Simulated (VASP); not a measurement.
# AlNi (P4/mmm) in VASP: further runs

AlNi is run at these levels: PBEsol; tasks: single point.

Program: VASP 6.6.1. These are calculated values, not measurements. Logs are shortened: lines on timing, memory, paths and dates and some standing lists are left out, and cuts for length are marked.

### 1 The cell of the first run

The structure is tetragonal, space group P4/mmm (No. 123). The conventional cell has a = 2.934 Å, b = 2.934 Å, c = 2.791 Å, α = 90.00°, β = 90.00°, γ = 90.00°. Within 3.3 Å of Al (site symmetry 4/mmm) lie 8 Ni at 2.50 Å and 6 Al at 2.79 to 2.93 Å. Ni (site symmetry 4/mmm) has 8 Al at 2.50 Å and 6 Ni at 2.79 to 2.93 Å within 3.3 Å.

### 2 Single point, PBEsol (strain +0.025 along x and y, -0.025 along z)

The input, INCAR:

```
PREC = Accurate ; ENCUT = 600
EDIFF = 1E-6 ; ISMEAR = 0
SIGMA = 0.15 ; LREAL = False
LASPH = True ; NELM = 120
ALGO = Normal ; ISIF = 2
LWAVE = False ; LCHARG = True
GGA = PS ; LELF = True
LVHAR = True ; NBANDS = 14
GGA_COMPAT = False
```

The input, KPOINTS:

```
Automatic mesh
0
Gamma
  20 20 20
```

The input, POSCAR:

```
AlNi
1.0
    2.9337196908      0.0000000000      0.0000000000
    0.0000000000      2.9337196908      0.0000000000
    0.0000000000      0.0000000000      2.7906114132
Al Ni
1 1
Direct
    0.0000000000      0.0000000000      0.0000000000
    0.5000000000      0.5000000000      0.5000000000
```

Potentials or basis: VASP PAW PBE potentials, release 64 (Al, Ni).

Run with:

```
> cat potpaw_PBE.64/Al/POTCAR potpaw_PBE.64/Ni/POTCAR > POTCAR
> mpirun -np 1 vasp_std > vasp.out
```

OUTCAR:

```text
PREC = Accurate
   ENCUT = 600
   EDIFF = 1E-6
   ISMEAR = 0
   LREAL = False
   LASPH = True
   NELM = 120
   ISIF = 2
   GGA = PS

 ion  position               nearest neighbor table
   1  0.000  0.000  0.000-   2 2.50   2 2.50   2 2.50   2 2.50   2 2.50   2 2.50   2 2.50   2 2.50

   2  0.500  0.500  0.500-   1 2.50   1 2.50   1 2.50   1 2.50   1 2.50   1 2.50   1 2.50   1 2.50

  LATTYP: Found a simple tetragonal cell.
 ALAT       =     2.9337196908
 C/A-ratio  =     0.9512195122

  Lattice vectors:

 A1 = (   2.9337196908,   0.0000000000,   0.0000000000)
 A2 = (   0.0000000000,   2.9337196908,   0.0000000000)
 A3 = (   0.0000000000,   0.0000000000,   2.7906114132)

Analysis of symmetry for initial positions (statically):
=====================================================================
 Subroutine PRICEL returns:
 Original cell was already a primitive cell.

 Routine SETGRP: Setting up the symmetry group for a
 simple tetragonal supercell.

 Subroutine GETGRP returns: Found 16 space group operations
 (whereof 16 operations were pure point group operations)
 out of a pool of 16 trial point group operations.

The static configuration has the point symmetry D_4h.

Analysis of symmetry for dynamics (positions and initial velocities):
=====================================================================
 Subroutine PRICEL returns:
 Original cell was already a primitive cell.

 Routine SETGRP: Setting up the symmetry group for a
 simple tetragonal supercell.

 Subroutine GETGRP returns: Found 16 space group operations
 (whereof 16 operations were pure point group operations)
 out of a pool of 16 trial point group operations.

The dynamic configuration has the point symmetry D_4h.

 Subroutine INISYM returns: Found 16 space group operations
 (whereof 16 operations are pure point group operations),
 and found     1 'primitive' translations

----------------------------------------------------------------------------------------

                                     Primitive cell

  volume of cell :      24.0180

  direct lattice vectors                    reciprocal lattice vectors
     2.933719691  0.000000000  0.000000000     0.340864195  0.000000000  0.000000000
     0.000000000  2.933719691  0.000000000     0.000000000  0.340864195  0.000000000
     0.000000000  0.000000000  2.790611413     0.000000000  0.000000000  0.358344410

  length of vectors
[... 92 lines left out ...]
   PSTRESS=    0.0 pullay stress
   NELECT =      13.0000    total number of electrons
   NUPDOWN=      -1.0000    fix difference up-down
   EMIN   =  10.00;   EMAX   =-10.00  energy-range for DOS
   EFERMI =   0.00;   METHOD = LEGACY
   ISMEAR =     0;   SIGMA  =   0.15  broadening in eV -4-tet -1-fermi 0-gaus
   EFERMI_NEDOS =   21; number of points for ismear=-14 and -15
   IALGO  =     38    algorithm
   IMIX   =      4    mixing-type and parameters
     AMIX     =   0.40;   BMIX     =  1.00
     AMIX_MAG =   1.60;   BMIX_MAG =  1.00
  volume/ion in A,a.u.               =      12.01        81.04
  Fermi-wavevector in a.u.,A,eV,Ry     =   1.334168  2.521211 24.218417  1.780003
  Thomas-Fermi vector in A             =   2.462970
   LORBIT       =      0    0 simple, 1 ext, 2 COOP (PROOUT), +10 PAW based schemes
   GGA     = PS    functional components
   LHFCALC =     F    Hartree Fock is set to
   AEXX    =    0.0000 exact exchange contribution
   IVDW    =     0    specifies the selected vdW correction
   LEPSILON=     F    determine dielectric tensor
   LRPA    =     F    only Hartree local field effects (RPA)
 non-spin polarized calculation
 Gauss-broadening in eV      SIGMA  =   0.15
  energy-cutoff  :      600.00
  volume of cell :       24.02
 maximum number of plane-waves:       824
 NGX is ok and might be reduce to    24
   NGX = 11   NGY = 11   NGZ = 11

 number of electron      13.0000001 magnetization

 Free energy of the ion-electron system (eV)
  ---------------------------------------------------
  ext. energy  EPLUGINS =         0.00000000
  ---------------------------------------------------
  free energy    TOTEN  =       -11.57373166 eV

  energy without entropy =      -11.56410926  energy(sigma->0) =      -11.56892046

 E-fermi :   9.8396     XC(G=0): -12.1447

 val. band max:        9.8370106971   @ k =   0.4500   0.3500   0.4500
 cond. band min:       9.8402233885   @ k =   0.4000   0.2000   0.3000
 fundamental gap:      0.0032126914
 Fermi energy:         9.8396441980

 k-point     1 :       0.0000    0.0000    0.0000
  band No.  band energies     occupation
      1      -1.2616      2.00000
      2       6.6042      2.00000
      3       6.6303      2.00000
      4       8.2135      2.00000
      5       8.3591      2.00000
      6       8.3591      2.00000
      7      14.7320      0.00000
      8      14.7320      0.00000
      9      16.5486      0.00000
     10      17.7623      0.00000
     11      18.0485      0.00000
     12      23.6199      0.00000
     13      29.9295      0.00000
     14      31.1137      0.00000
[... 377 lines left out ...]
      1      -0.3830      2.00000
      2       6.4480      2.00000
      3       6.7538      2.00000
      4       7.8353      2.00000
      5       8.1544      2.00000
      6       8.3286      2.00000
      7      11.3843      0.00000
      8      14.0994      0.00000
      9      17.6183      0.00000
     10      19.1413      0.00000
     11      21.5623      0.00000
     12      24.1368      0.00000
     13      26.1357      0.00000
     14      27.3370      0.00000

 [... further k-points ...]

------------------------ aborting loop because EDIFF is reached ----------------------------------------

  FORCE on cell =-STRESS in cart. coord.  units (eV):
  Direction    XX          YY          ZZ          XY          YZ          ZX
  --------------------------------------------------------------------------------------
  -------------------------------------------------------------------------------------
  Total       -0.7758197     -0.7758197     -0.1256494      0.0000000     -0.0000000      0.0000000
  in kB      -51.7529135    -51.7529135     -8.3817453      0.0000000     -0.0000000      0.0000000
  external PRESSURE =     -37.2958574 kB  Pullay stress =       0.0000000 kB

 VOLUME and BASIS-vectors are now :
 -----------------------------------------------------------------------------
  energy-cutoff  :      600.00
  volume of cell :       24.02
      direct lattice vectors                 reciprocal lattice vectors
     2.933719691  0.000000000  0.000000000     0.340864195  0.000000000  0.000000000
     0.000000000  2.933719691  0.000000000     0.000000000  0.340864195  0.000000000
     0.000000000  0.000000000  2.790611413     0.000000000  0.000000000  0.358344410

 POSITION                                       TOTAL-FORCE (eV/Angst)
 -----------------------------------------------------------------------------------
      0.00000      0.00000      0.00000         0.000000      0.000000      0.000000
      1.46686      1.46686      1.39531         0.000000      0.000000      0.000000
 -----------------------------------------------------------------------------------
    total drift:                                0.000000     -0.000000     -0.000000

  FREE ENERGIE OF THE ION-ELECTRON SYSTEM (eV)
  ---------------------------------------------------
  free  energy   TOTEN  =       -11.5737316569 eV

  energy  without entropy=      -11.5641092640  energy(sigma->0) =      -11.56892046
```

OSZICAR:

```text
N       E                     dE             d eps       ncg     rms          rms(c)
DAV:   1     0.433576299084E+02    0.43358E+02   -0.59523E+03 20544   0.109E+03
DAV:   2    -0.112242449439E+02   -0.54582E+02   -0.49490E+02 21708   0.192E+02
DAV:   3    -0.131823782020E+02   -0.19581E+01   -0.19344E+01 25826   0.396E+01
DAV:   4    -0.132084488904E+02   -0.26071E-01   -0.26062E-01 24294   0.413E+00
DAV:   5    -0.132092025633E+02   -0.75367E-03   -0.75366E-03 26312   0.774E-01    0.128E+01
DAV:   6    -0.154403164400E+02   -0.22311E+01   -0.52332E+01 23742   0.102E+02    0.168E+01
DAV:   7    -0.116105690819E+02    0.38297E+01   -0.15093E+01 24270   0.601E+01    0.122E+00
DAV:   8    -0.115887172423E+02    0.21852E-01   -0.35989E-01 25884   0.651E+00    0.989E-01
DAV:   9    -0.115742258407E+02    0.14491E-01   -0.45004E-02 26078   0.269E+00    0.224E-01
DAV:  10    -0.115737374019E+02    0.48844E-03   -0.20518E-03 28756   0.611E-01    0.821E-02
DAV:  11    -0.115737326164E+02    0.47855E-05   -0.66841E-05 26594   0.785E-02    0.137E-02
DAV:  12    -0.115737316569E+02    0.95952E-06   -0.27388E-06 22526   0.208E-02
   1 F= -.11573732E+02 E0= -.11568920E+02  d E =-.962239E-02
```

stdout:

```text
POSCAR found type information on POSCAR AlNi
 POSCAR found :  2 types and       2 ions
 scaLAPACK will be used
 -----------------------------------------------------------------------------
|                                                                             |
|                                                                             |
|     You enforced a specific xc type in the INCAR file but a different       |
|     I HOPE YOU KNOW WHAT YOU ARE DOING!                                     |
|                                                                             |
 -----------------------------------------------------------------------------

 LDA part: xc-table for (Slater+PW92), standard interpolation
 POSCAR, INCAR and KPOINTS ok, starting setup
 FFT: planning ... GRIDC
 FFT: planning ... GRID_SOFT
 FFT: planning ... GRID
 WAVECAR not read
 entering main loop
```

Run time: 1.8 min. Hardware: 1 thread of Intel Xeon 6975P-C (Granite Rapids), shared host; peak memory 0.4 GiB.

Results:

| Item | Value |
| --- | --- |
| Free energy | -11.5737 eV |
| Pressure | -3.7 GPa |
| Band gap on the k mesh | zero (an odd number of electrons rules out a gap without spin polarisation) |

Stress tensor (GPa, compression positive):
```
-5.18  0.00  0.00
 0.00 -5.18  0.00
 0.00  0.00 -0.84
```

Levels at points of the mesh, in eV from the Fermi level:
```tsv
k point	band 3	band 4	band 5	band 6	band 7	band 8	band 9	band 10	band 11	band 12
(0.00, 0.00, 0.00)	-3.21	-1.63	-1.48	-1.48	4.89	4.89	6.71	7.92	8.21	13.78
(0.50, 0.00, 0.00)	-2.79	-2.33	-2.05	-1.41	-0.77	8.22	9.35	10.21	11.06	11.71
(0.50, 0.50, 0.00)	-3.08	-3.08	-1.92	-1.92	-1.08	1.14	2.18	13.10	15.84	15.84
(0.00, 0.00, 0.50)	-2.68	-2.33	-2.33	-1.51	-0.40	8.31	9.56	9.56	10.73	10.73
(0.50, 0.00, 0.50)	-2.87	-2.62	-2.16	-2.11	-0.99	1.64	2.62	11.86	14.49	14.77
(0.50, 0.50, 0.50)	-4.06	-1.04	-0.92	1.97	1.97	2.06	3.70	4.10	4.63	4.63
```

Caveat: the cell differs from its parent crystal (strain +0.025 along x and y, -0.025 along z); the cell stands under tension; the PAW data sets were made with another functional, which shifts forces and pressure a little.

### 3 Single point, PBEsol (strain +0.000 along x and y, +0.050 along z)

The input, INCAR:

```
  PREC = Accurate
  ENCUT = 600
  EDIFF = 1E-6
  ISMEAR = 0
  SIGMA = 0.15
  LREAL = False
  LASPH = True
  NELM = 120
  ALGO = Normal
  ISIF = 2
  LWAVE = False
  LCHARG = False
  GGA = PS
  NBANDS = 14
  GGA_COMPAT = False
```

The input, KPOINTS:

```
regular mesh
0
Gamma
  20 20 20
```

The input, POSCAR:

```
AlNi
1.0
    2.8621655520      0.0000000000      0.0000000000
    0.0000000000      2.8621655520      0.0000000000
    0.0000000000      0.0000000000      3.0052738296
Al Ni
1 1
Direct
    0.0000000000      0.0000000000      0.0000000000
    0.5000000000      0.5000000000      0.5000000000
```

Potentials or basis: VASP PAW PBE potentials, release 64 (Al, Ni).

Run with:

```
> cat potpaw_PBE.64/Al/POTCAR potpaw_PBE.64/Ni/POTCAR > POTCAR
> mpirun -np 1 vasp_std > vasp.out
```

Wall time 2.1 min (1 thread of Intel Xeon 6975P-C (Granite Rapids), shared host); peak memory 0.41 GiB.

The run converged. Its results:

```
Free energy            : -11.5554 eV
Pressure               : -7.4 GPa
Band gap on the k mesh : zero (an odd number of electrons rules out a gap without spin polarisation)
```

Stress tensor (GPa, compression positive):
```
-6.51  0.00  0.00
 0.00 -6.51  0.00
 0.00  0.00 -9.27
```

Levels at points of the mesh, in eV from the Fermi level:
```
           k point  band 5  band 6  band 7  band 8  band 9  band 10
(0.00, 0.00, 0.00)   -1.52   -1.40    4.28    5.95    5.95     7.74
(0.50, 0.00, 0.00)   -2.07   -1.43   -0.52    8.19    8.88     9.89
(0.50, 0.50, 0.00)   -2.12   -2.12   -0.91    1.70    2.64    11.24
(0.00, 0.00, 0.50)   -2.08   -1.33   -0.86    8.28   10.27    10.27
(0.50, 0.00, 0.50)   -1.95   -1.91   -1.03    1.29    2.22    12.38
(0.50, 0.50, 0.50)   -0.89    1.95    2.05    2.05    3.49     4.18
```

Caveat: the cell differs from its parent crystal (strain +0.000 along x and y, +0.050 along z); the cell stands under tension; the PAW data sets were made with another functional, which shifts forces and pressure a little.

### 4 Single point, PBEsol (strain +0.025 along x and y, +0.000 along z)

The input, INCAR:

```
ALGO     = Normal         # electronic algorithm
EDIFF    = 1E-6           # SCF threshold, eV
ENCUT    = 600            # plane-wave cutoff, eV
GGA      = PS             # functional
GGA_COMPAT= F            
ISIF     = 2              # what is computed and relaxed
ISMEAR   = 0              # smearing method
LASPH    = T              # aspherical terms in the spheres
LCHARG   = F              # write CHGCAR
LREAL    = F              # projectors in reciprocal space
LWAVE    = F              # write WAVECAR
NBANDS   = 14             # bands
NELM     = 120            # most SCF steps
PREC     = Accurate       # precision mode
SIGMA    = 0.15           # smearing width, eV
```

The input, KPOINTS:

```
k-points
0
Gamma
  20 20 20
```

The input, POSCAR:

```
AlNi
1.0
    2.9337196908      0.0000000000      0.0000000000
    0.0000000000      2.9337196908      0.0000000000
    0.0000000000      0.0000000000      2.8621655520
Al Ni
1 1
Direct
    0.0000000000      0.0000000000      0.0000000000
    0.5000000000      0.5000000000      0.5000000000
```

Run with:

```
> cat potpaw_PBE.64/Al/POTCAR potpaw_PBE.64/Ni/POTCAR > POTCAR
> mpirun -np 1 vasp_std > vasp.out
```

Run time: 2 min. Hardware: 1 thread of Intel Xeon 6975P-C (Granite Rapids), shared host; peak memory 0.41 GiB.

The run converged. Its results:

* Free energy: -11.5598 eV
* Pressure: -7.6 GPa
* Band gap on the k mesh: zero (an odd number of electrons rules out a gap without spin polarisation)

Stress tensor (GPa, compression positive):
```
-8.18  0.00  0.00
 0.00 -8.18  0.00
 0.00  0.00 -6.39
```

Levels at points of the mesh, in eV from the Fermi level:
| k point | band 3 | band 4 | band 5 | band 6 | band 7 | band 8 | band 9 | band 10 | band 11 | band 12 |
| --- | --- | --- | --- | --- | --- | --- | --- | --- | --- | --- |
| (0.00, 0.00, 0.00) | -3.09 | -1.53 | -1.46 | -1.46 | 5.09 | 5.09 | 5.96 | 7.95 | 8.12 | 13.23 |
| (0.50, 0.00, 0.00) | -2.66 | -2.21 | -2.07 | -1.38 | -0.69 | 8.24 | 9.54 | 10.29 | 10.37 | 11.01 |
| (0.50, 0.50, 0.00) | -2.90 | -2.90 | -1.92 | -1.92 | -1.01 | 1.26 | 2.22 | 12.36 | 15.25 | 15.25 |
| (0.00, 0.00, 0.50) | -2.61 | -2.20 | -2.20 | -1.43 | -0.52 | 8.27 | 9.64 | 9.64 | 10.54 | 10.54 |
| (0.50, 0.00, 0.50) | -2.80 | -2.68 | -2.04 | -2.01 | -0.96 | 1.49 | 2.43 | 11.77 | 14.60 | 14.80 |
| (0.50, 0.50, 0.50) | -3.95 | -0.98 | -0.92 | 1.99 | 1.99 | 2.04 | 3.47 | 4.17 | 4.43 | 4.43 |

Caveat: the cell differs from its parent crystal (strain +0.025 along x and y, +0.000 along z); the cell stands under tension; the PAW data sets were made with another functional, which shifts forces and pressure a little. Spin polarisation is off, so any magnetic state and its effect on volume and gap are missing.

### 5 The runs side by side

| cell | gap on the mesh (eV) | pressure (GPa) |
| --- | --- | --- |
| a = 2.934, b = 2.934, c = 2.791 Å, 2 atoms | none | -3.7 |
| a = 2.862, b = 2.862, c = 3.005 Å, 2 atoms | none | -7.4 |
| a = 2.934, b = 2.934, c = 2.862 Å, 2 atoms | none | -7.6 |

Alike in all rows: task single point; level PBEsol; potentials or basis VASP PAW PBE potentials, release 64 (Al, Ni); no spin polarisation; k mesh 20 × 20 × 20; cutoff (eV) 600; smearing gaussian 0.15 eV.

Caveats: the cell stands under tension; the PAW data sets were made with another functional, which shifts forces and pressure a little.

Total energies depend on the potentials used, so only differences within one code and one set of settings carry meaning.
